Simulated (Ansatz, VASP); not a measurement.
# Two plane-wave programs on CuTe

```xyz
8
Lattice="3.1000 0.0000 0.0000 0.0000 4.0200 6.8600 0.0000 0.0000 13.7200" Properties=species:S:1:pos:R:3 pbc="T T T"
Cu    0.0000    2.0100   16.8001
Cu    1.5500    0.0000    3.7799
Cu    0.0000    2.0100    9.9401
Cu    1.5500    0.0000   10.6399
Te    0.0000    0.0000    1.5298
Te    1.5500    2.0100    5.3302
Te    0.0000    0.0000    8.3898
Te    1.5500    2.0100   12.1902
```

Alike in both runs: task single point; functional LDA; k mesh 6 × 5 × 5; occupations gaussian, width 0.05 eV; no spin polarisation; Hubbard terms Cu d U = 5.0 eV.

|  | VASP | Ansatz |
| --- | --- | --- |
| version | VASP 6.6.1 | Ansatz 0.2.0 |
| potentials or method | VASP PAW LDA potentials, release 64 (Cu, Te), cutoff 600 eV | scalar-relativistic, plane waves, PAW |
| valence electrons in the cell | 68 | 140 |

|  | VASP | Ansatz | Ansatz less VASP |
| --- | --- | --- | --- |
| gap on the k mesh at the Fermi level (eV) | none | none | - |
| pressure (GPa) | -1.5 | -0.4 | +1.07 |
| rms of the force components (eV/Å) | 0.137 | 0.121 | -0.0164 |

LDA's correlation is that of Perdew and Zunger in VASP and of Perdew and Wang (1992) in Ansatz. The programs project onto different local orbitals, so the same U acts differently, and such runs can settle in different states. A gap of «none» marks a metal or a gap that the smearing closes. VASP's potentials hold 68 valence electrons a cell and Ansatz's 140, so a difference there can come from the potentials and not from the codes. Ansatz's warnings: filled band counts differ across k points.

Neither program's run includes spin-orbit coupling.
